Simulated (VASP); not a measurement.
SrO:

```
CELL_PARAMETERS angstrom
4.27002 0.00000 0.00000
-2.13501 3.69795 0.00000
0.00000 0.00000 5.14447
ATOMIC_POSITIONS crystal
Sr 0.33333 0.66667 0.93750
Sr 0.66667 0.33333 0.43750
O 0.33333 0.66667 0.43750
O 0.66667 0.33333 0.93750
```

Base run:

```yaml
Program: VASP 6.6.1
Functional: r2SCAN
Potentials_or_basis: VASP PAW PBE potentials, release 64 (Sr_sv, O)
Cutoff: 520 eV
k_mesh: 12 × 12 × 6
Occupations: gaussian, width 0.01 eV
Spin: no spin polarisation
```

Its results: band gap on the k mesh 3.02 eV; pressure 0.5 GPa.

The run is repeated on the same cell with these changes: functional from r2SCAN to PBE; occupations from gaussian, width 0.01 eV to fermi-dirac, width 0.02 eV. What comes out?

Band gap on the k mesh 2.64 eV; pressure 1.7 GPa.

Caveats: the PAW data sets were made with another functional, which shifts forces and pressure a little (at least some runs).

A k mesh can miss the band edges.
